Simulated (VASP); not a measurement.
# ZnS (F-43m) in VASP: single point with HSE06

Aim: the single point of ZnS with HSE06.

Program: VASP 6.6.1. These are calculated values, not measurements. Logs are shortened: lines on timing, memory, paths and dates and some standing lists are left out, and cuts for length are marked.

### 1 The cell of the first run

The structure is cubic, space group F-43m (No. 216). The conventional cell has a = 5.388 Å, b = 5.388 Å, c = 5.388 Å, α = 90.00°, β = 90.00°, γ = 90.00°. Zn (site symmetry -43m) has 4 S at 2.33 Å within 3.1 Å. Within 3.1 Å of S (site symmetry -43m) lie 4 Zn at 2.33 Å.

### 2 Single point, HSE06

The input, POSCAR:

```
ZnS
1.0
    0.0000000000      2.6940858343      2.6940858343
    2.6940858343      0.0000000000      2.6940858343
    2.6940858343      2.6940858343      0.0000000000
Zn S
1 1
Direct
    0.0000000000      0.0000000000      0.0000000000
    0.2500000000      0.2500000000      0.2500000000
```

The input, INCAR.step1:

```
SYSTEM = ZnS
ALGO     = Normal         ! electronic algorithm
EDIFF    = 1E-5           ! SCF threshold, eV
ENCUT    = 520            ! plane-wave cutoff, eV
GGA      = PE             ! functional
ISIF     = 2              ! what is computed and relaxed
ISMEAR   = 0              ! smearing method
LASPH    = .True.         ! aspherical terms in the spheres
LCHARG   = .False.        ! write CHGCAR
LREAL    = .False.        ! projectors in reciprocal space
LWAVE    = .True.         ! write WAVECAR
NBANDS   = 16             ! bands
NELM     = 60             ! most SCF steps
PREC     = Accurate       ! precision mode
SIGMA    = 0.01           ! smearing width, eV
```

The input, INCAR.step2:

```
SYSTEM = ZnS
ALGO     = Normal         ! electronic algorithm
EDIFF    = 1E-7           ! SCF threshold, eV
ENCUT    = 520            ! plane-wave cutoff, eV
GGA      = PE             ! functional
HFSCREEN = 0.2079         ! screening, 1/A
ISIF     = 2              ! what is computed and relaxed
ISMEAR   = 0              ! smearing method
ISTART   = 1            
LASPH    = .True.         ! aspherical terms in the spheres
LCHARG   = .False.        ! write CHGCAR
LHFCALC  = .True.         ! exact exchange
LREAL    = .False.        ! projectors in reciprocal space
LWAVE    = .False.        ! write WAVECAR
NBANDS   = 16             ! bands
NELM     = 60             ! most SCF steps
PREC     = Accurate       ! precision mode
PRECFOCK = Normal       
SIGMA    = 0.01           ! smearing width, eV
```

The input, KPOINTS:

```
k-points
0
Gamma
  6 6 6
  0 0 0
```

Potentials or basis: VASP PAW PBE potentials, release 64 (Zn, S).

Run with:

```
$ cat potpaw_PBE.64/Zn/POTCAR potpaw_PBE.64/S/POTCAR > POTCAR
$ cp INCAR.step1 INCAR
$ mpirun -np 1 vasp_std > vasp.out
$ cp INCAR.step2 INCAR
$ mpirun -np 1 vasp_std > vasp.out
```

OUTCAR:

```text
SYSTEM = ZnS
   EDIFF = 1E-7
   ENCUT = 520
   GGA = PE
   HFSCREEN = 0.2079
   ISIF = 2
   ISMEAR = 0
   ISTART = 1
   LASPH = .True.
   LHFCALC = .True.
   LREAL = .False.
   NELM = 60
   PREC = Accurate
   PRECFOCK = Normal

 ion  position               nearest neighbor table
   1  0.000  0.000  0.000-   2 2.33   2 2.33   2 2.33   2 2.33
   2  0.250  0.250  0.250-   1 2.33   1 2.33   1 2.33   1 2.33

  LATTYP: Found a face centered cubic cell.
 ALAT       =     5.3881716686

  Lattice vectors:

 A1 = (   0.0000000000,   2.6940858343,   2.6940858343)
 A2 = (   2.6940858343,   0.0000000000,   2.6940858343)
 A3 = (   2.6940858343,   2.6940858343,   0.0000000000)

Analysis of symmetry for initial positions (statically):
=====================================================================
 Subroutine PRICEL returns:
 Original cell was already a primitive cell.

 Routine SETGRP: Setting up the symmetry group for a
 face centered cubic supercell.

 Subroutine GETGRP returns: Found 24 space group operations
 (whereof 24 operations were pure point group operations)
 out of a pool of 48 trial point group operations.

The static configuration has the point symmetry T_d .

Analysis of symmetry for dynamics (positions and initial velocities):
=====================================================================
 Subroutine PRICEL returns:
 Original cell was already a primitive cell.

 Routine SETGRP: Setting up the symmetry group for a
 face centered cubic supercell.

 Subroutine GETGRP returns: Found 24 space group operations
 (whereof 24 operations were pure point group operations)
 out of a pool of 48 trial point group operations.

The dynamic configuration has the point symmetry T_d .

 Subroutine INISYM returns: Found 24 space group operations
 (whereof 24 operations are pure point group operations),
 and found     1 'primitive' translations

----------------------------------------------------------------------------------------

                                     Primitive cell

  volume of cell :      39.1079

  direct lattice vectors                    reciprocal lattice vectors
     0.000000000  2.694085834  2.694085834    -0.185591711  0.185591711  0.185591711
     2.694085834  0.000000000  2.694085834     0.185591711 -0.185591711  0.185591711
     2.694085834  2.694085834  0.000000000     0.185591711  0.185591711 -0.185591711

  length of vectors
     3.810012725  3.810012725  3.810012725     0.321454273  0.321454273  0.321454273

  position of ions in fractional coordinates (direct lattice)
     0.000000000  0.000000000  0.000000000
     0.250000000  0.250000000  0.250000000

  ion indices of the primitive-cell ions
   primitive index   ion index
                 1           1
                 2           2

----------------------------------------------------------------------------------------

 KPOINTS: k-points

Automatic generation of k-mesh.
 Grid dimensions read from file:
 generate k-points for:    6    6    6

 Generating k-lattice:

  Cartesian coordinates                     Fractional coordinates (reciprocal lattice)
    -0.030931952  0.030931952  0.030931952     0.166666667  0.000000000  0.000000000
     0.030931952 -0.030931952  0.030931952     0.000000000  0.166666667  0.000000000
     0.030931952  0.030931952 -0.030931952     0.000000000  0.000000000  0.166666667

  Length of vectors
     0.053575712  0.053575712  0.053575712

  Shift w.r.t. Gamma in fractional coordinates (k-lattice)
     0.000000000  0.000000000  0.000000000

 Subroutine IBZKPT returns following result:
 ===========================================

 Found     16 irreducible k-points:

 Following reciprocal coordinates:
            Coordinates               Weight
  0.000000  0.000000  0.000000      1.000000
  0.166667  0.000000  0.000000      8.000000
  0.333333  0.000000  0.000000      8.000000
  0.500000  0.000000  0.000000      4.000000
  0.166667  0.166667  0.000000      6.000000
  0.333333  0.166667  0.000000     24.000000
[... 8 lines left out ...]
 -0.333333  0.333333  0.166667     24.000000
 -0.333333  0.500000  0.166667     12.000000
   k-points           NKPTS =     16   k-points in BZ     NKDIM =    216   number of bands    NBANDS=     16
   number of dos      NEDOS =    301   number of ions     NIONS =      2
   total plane-waves  NPLWV =  21952
   dimension x,y,z NGX =    28 NGY =   28 NGZ =   28
   dimension x,y,z NGXF=    56 NGYF=   56 NGZF=   56
   ions per type =               1   1
   NGX,Y,Z   is equivalent  to a cutoff of  12.22, 12.22, 12.22 a.u.
   NGXF,Y,Z  is equivalent  to a cutoff of  24.44, 24.44, 24.44 a.u.
 SYSTEM =  ZnS
   PREC   = accura    normal or accurate (medium, high low for compatibility)
   ISTART =      1    job   : 0-new  1-cont  2-samecut
   ICHARG =      0    charge: 1-file 2-atom 10-const
   ISPIN  =      1    spin polarized calculation?
   LNONCOLLINEAR =      F non collinear calculations
   LSORBIT =      F    spin-orbit coupling
   LASPH  =      T    aspherical Exc in radial PAW
   ENCUT  =  520.0 eV  38.22 Ry    6.18 a.u.   7.08  7.08  7.08*2*pi/ulx,y,z
   NELM   =     60;   NELMIN=  2; NELMDL=  0     # of ELM steps
   EDIFF  = 0.1E-06   stopping-criterion for ELM
   LREAL  =      F    real-space projection
   EDIFFG = 0.1E-05   stopping-criterion for IOM
   NSW    =      0    number of steps for IOM
   IBRION =     -1    ionic relax: 0-MD 1-quasi-New 2-CG
   NFREE  =      0    steps in history (QN), initial steepest desc. (CG)
   ISIF   =      2    stress and relaxation
   ISYM   =      3    0-nonsym 1-usesym 2-fastsym
   POTIM  = 0.5000    time-step for ionic-motion
   TEBEG  =    0.0;   TEEND  =   0.0 temperature during run
   PSTRESS=    0.0 pullay stress
   NELECT =      18.0000    total number of electrons
   NUPDOWN=      -1.0000    fix difference up-down
   EMIN   =  10.00;   EMAX   =-10.00  energy-range for DOS
   EFERMI =   0.00;   METHOD = LEGACY
   ISMEAR =     0;   SIGMA  =   0.01  broadening in eV -4-tet -1-fermi 0-gaus
   EFERMI_NEDOS =   21; number of points for ismear=-14 and -15
   IALGO  =     38    algorithm
   IMIX   =      1    mixing-type and parameters
     AMIX     =   0.40;   BMIX     =  1.00
     AMIX_MAG =   1.60;   BMIX_MAG =  1.00
  volume/ion in A,a.u.               =      19.55       131.96
  Fermi-wavevector in a.u.,A,eV,Ry     =   1.263992  2.388598 21.737690  1.597675
  Thomas-Fermi vector in A             =   2.397320
   LORBIT       =      0    0 simple, 1 ext, 2 COOP (PROOUT), +10 PAW based schemes
   GGA     = PE    functional components
   LHFCALC =     T    Hartree Fock is set to
   PRECFOCK=normal    Normal, Fast or Accurate (Low or Medium for compatibility)
   ENCUT4O =  -1.0   cutoff for four orbital integrals eV
   NKREDX  =     1    reduce k-point grid by
   NKREDY  =     1    reduce k-point grid by
   NKREDZ  =     1    reduce k-point grid by
   AEXX    =    0.2500 exact exchange contribution
   HFSCREEN=    0.2079 screening length (either q_TF or 0.3 A-1)
   HFSCREENC=   0.2079 screening length for correlation (either q_TF or 0.3 A-1)
   ENCUTFOCK=  -1.0 apply spherical cutoff to Coloumb kernel
   IVDW    =     0    specifies the selected vdW correction
   LEPSILON=     F    determine dielectric tensor
   LRPA    =     F    only Hartree local field effects (RPA)
 non-spin polarized calculation
 Gauss-broadening in eV      SIGMA  =   0.01
  energy-cutoff  :      520.00
  volume of cell :       39.11
 maximum number of plane-waves:      1067
  NGX = 24; NGY = 24; NGZ = 24

 number of electron      18.0000006 magnetization

 Free energy of the ion-electron system (eV)
  ---------------------------------------------------
  ext. energy  EPLUGINS =         0.00000000
  ---------------------------------------------------
  free energy    TOTEN  =        -8.36938577 eV

  energy without entropy =       -8.36938577  energy(sigma->0) =       -8.36938577

 E-fermi :   1.5231     XC(G=0):  -8.0044

 val. band max:        1.4643177134   @ k =   0.0000   0.0000   0.0000
 cond. band min:       4.8318133274   @ k =   0.0000   0.0000   0.0000
 fundamental gap:      3.3674956141
 Fermi energy:         1.5231222497

 k-point     1 :       0.0000    0.0000    0.0000
  band No.  band energies     occupation
      1     -12.9227      2.00000
      2      -6.4143      2.00000
      3      -6.4143      2.00000
      4      -6.4143      2.00000
      5      -5.9599      2.00000
      6      -5.9599      2.00000
[... 8 lines left out ...]
     15      14.6700      0.00000
     16      14.9036      0.00000

 k-point     2 :       0.1667    0.0000    0.0000
  band No.  band energies     occupation
      1     -12.7013      2.00000
      2      -6.3806      2.00000
      3      -6.3806      2.00000
      4      -6.3760      2.00000
      5      -5.9617      2.00000
      6      -5.9617      2.00000
[... 8 lines left out ...]
     15      13.7939      0.00000
     16      15.5895      0.00000

 k-point     3 :       0.3333    0.0000    0.0000
  band No.  band energies     occupation
      1     -12.2029      2.00000
      2      -6.3245      2.00000
      3      -6.3245      2.00000
      4      -6.1385      2.00000
      5      -5.9501      2.00000
      6      -5.9501      2.00000
[... 8 lines left out ...]
     15      14.4908      0.00000
     16      14.6928      0.00000

 k-point     4 :       0.5000    0.0000    0.0000
  band No.  band energies     occupation
      1     -11.9180      2.00000
      2      -6.3045      2.00000
      3      -6.3045      2.00000
      4      -5.9341      2.00000
      5      -5.9341      2.00000
      6      -5.7197      2.00000
[... 8 lines left out ...]
     15      16.4953      0.00000
     16      16.4953      0.00000
[... 172 lines left out ...]
 k-point    14 :       0.5000    0.3333    0.1667
  band No.  band energies     occupation
      1     -11.8607      2.00000
      2      -6.2710      2.00000
      3      -6.2409      2.00000
      4      -6.0965      2.00000
      5      -5.9346      2.00000
      6      -5.8303      2.00000
[... 8 lines left out ...]
     15      17.1013      0.00000
     16      17.7719      0.00000

 k-point    15 :      -0.3333    0.3333    0.1667
  band No.  band energies     occupation
      1     -11.6689      2.00000
      2      -6.2590      2.00000
      3      -6.2043      2.00000
      4      -6.0091      2.00000
      5      -5.9576      2.00000
      6      -5.5805      2.00000
[... 8 lines left out ...]
     15      16.8126      0.00000
     16      17.6190      0.00000

 k-point    16 :      -0.3333    0.5000    0.1667
  band No.  band energies     occupation
      1     -11.5809      2.00000
      2      -6.2583      2.00000
      3      -6.1548      2.00000
      4      -6.0512      2.00000
      5      -5.9347      2.00000
      6      -5.5486      2.00000
[... 8 lines left out ...]
     15      17.0991      0.00000
     16      17.9181      0.00000

------------------------ aborting loop because EDIFF is reached ----------------------------------------

  FORCE on cell =-STRESS in cart. coord.  units (eV):
  Direction    XX          YY          ZZ          XY          YZ          ZX
  --------------------------------------------------------------------------------------
  -------------------------------------------------------------------------------------
  Total        0.4006638      0.4006638      0.4006638     -0.0000000     -0.0000000      0.0000000
  in kB       16.4144528     16.4144528     16.4144528     -0.0000000     -0.0000000      0.0000000
  external PRESSURE =      16.4144528 kB  Pullay stress =       0.0000000 kB

 VOLUME and BASIS-vectors are now :
 -----------------------------------------------------------------------------
  energy-cutoff  :      520.00
  volume of cell :       39.11
      direct lattice vectors                 reciprocal lattice vectors
     0.000000000  2.694085834  2.694085834    -0.185591711  0.185591711  0.185591711
     2.694085834  0.000000000  2.694085834     0.185591711 -0.185591711  0.185591711
     2.694085834  2.694085834  0.000000000     0.185591711  0.185591711 -0.185591711

 POSITION                                       TOTAL-FORCE (eV/Angst)
 -----------------------------------------------------------------------------------
      0.00000      0.00000      0.00000        -0.000000     -0.000000     -0.000000
      1.34704      1.34704      1.34704         0.000000      0.000000      0.000000
 -----------------------------------------------------------------------------------
    total drift:                                0.000040      0.000029      0.000023

  FREE ENERGIE OF THE ION-ELECTRON SYSTEM (eV)
  ---------------------------------------------------
  free  energy   TOTEN  =        -8.3693857743 eV

  energy  without entropy=       -8.3693857743  energy(sigma->0) =       -8.36938577
```

It took 1.7 h on 1 thread of AMD EPYC 7R13, shared host; peak memory 0.28 GiB.

What came out:

```yaml
Free_energy: -8.3694 eV
Pressure: 1.6 GPa
Band_gap_on_the_k_mesh: 3.37 eV
```

Levels at points of the mesh, in eV from the valence-band top:
| k point | band 7 | band 8 | band 9 | band 10 | band 11 | band 12 |
| --- | --- | --- | --- | --- | --- | --- |
| (0.00, 0.00, 0.00) | 0.00 | 0.00 | 0.00 | 3.37 | 7.68 | 7.68 |
| (0.50, 0.00, 0.00) | -5.66 | -0.93 | -0.93 | 4.56 | 8.18 | 8.18 |
| (0.50, 0.50, 0.00) | -5.03 | -2.38 | -2.38 | 4.36 | 5.25 | 12.62 |

Caveat: the PAW data sets were made with another functional, which shifts forces and pressure a little.
